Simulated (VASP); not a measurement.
Write the native input for VASP 6.6.1 that does the following.

```yaml
Task: single point
Functional: LDA
Potentials_or_basis: VASP PAW LDA potentials, release 64 (Si)
Cutoff: 520 eV
k_mesh: 12 × 12 × 12
Occupations: gaussian, width 0.05 eV
Spin: no spin polarisation
Dipole_correction: no
Further_INCAR_settings: ALGO = Normal; EDIFF = 1e-06; NBANDS = 11
```

The structure of Si lies in POSCAR:

```
Si
1.0
    0.0000000000      2.6148165971      2.8122352502
    2.6148165971      0.0000000000      2.8122352502
    2.6148165971      2.6148165971      0.0000000000
Si
2
Direct
    0.5000000000      0.5000000000      0.5000000000
    0.7500000000      0.7500000000      0.7500000000
```

This cell differs from its parent crystal: volume 19.228 Å^3 an atom, c/a of the conventional cell 1.0755.

One way to write it, as run:

INCAR

```
PREC     = Accurate       # precision mode
ENCUT    = 520            # plane-wave cutoff, eV
EDIFF    = 1E-6           # SCF threshold, eV
ISMEAR   = 0              # smearing method
SIGMA    = 0.05           # smearing width, eV
LREAL    = F              # projectors in reciprocal space
LASPH    = T              # aspherical terms in the spheres
NELM     = 100            # most SCF steps
ALGO     = Normal         # electronic algorithm
ISIF     = 2              # what is computed and relaxed
LWAVE    = F              # write WAVECAR
LCHARG   = T              # write CHGCAR
LELF     = T              # ELF
LVHAR    = T            
NBANDS   = 11             # bands
```

KPOINTS

```
Automatic mesh
0
Gamma
  12 12 12
```

Potentials or basis: VASP PAW LDA potentials, release 64 (Si).

The run is started by

```console
$ cat potpaw_LDA.64/Si/POTCAR > POTCAR
$ mpirun -np 1 vasp_std > vasp.out
```

It gave:

The pressure is 2.3 GPa and the band gap on the k mesh is zero (filled and empty bands touch).

It took 49 s on 1 thread of Intel(R) Xeon(R) Platinum 8375C CPU @ 2.90GHz (Ice Lake), with other jobs on the host, peak memory 0.17 GiB.
